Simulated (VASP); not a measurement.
GaGe3:

```xyz
4
Lattice="0.0000 3.3872 3.3872 3.3872 0.0000 3.3872 3.3872 3.3872 0.0000" Properties=species:S:1:pos:R:3 pbc="T T T"
Ge    3.3872    3.3872    3.3872
Ge    5.0808    5.0808    5.0808
Ge    1.6936    1.6936    1.6936
Ga    0.0000    0.0000    0.0000
```

Base run:

* Program: VASP 6.6.1
* Functional: PBE
* Potentials or basis: VASP PAW PBE potentials, release 64 (Ge_d, Ga_d)
* Cutoff: 520 eV
* k mesh: 7 × 7 × 7
* Occupations: fermi-dirac, width 0.05 eV
* Spin: no spin polarisation

Its results: pressure -0.5 GPa.

Question: After a change of settings the same cell gave: pressure -2.6 GPa. Which change was it?
A. functional from PBE to LDA; potentials or basis from VASP PAW PBE potentials, release 64 (Ge_d, Ga_d) to VASP PAW LDA potentials, release 64 (Ge_d, Ga_d)
B. k mesh from 7 × 7 × 7 to 4 × 4 × 4; further incar settings from ALGO = Normal; EDIFF = 1e-07; NBANDS = 36 to ALGO = Normal; EDIFF = 1e-06; NBANDS = 36
C. functional from PBE to PBEsol; further incar settings from ALGO = Normal; EDIFF = 1e-07; NBANDS = 36 to ALGO = Normal; EDIFF = 1e-06; NBANDS = 36
D. functional from PBE to r2SCAN

Answer: D.

Caveats: the PAW data sets were made with another functional, which shifts forces and pressure a little (some runs).
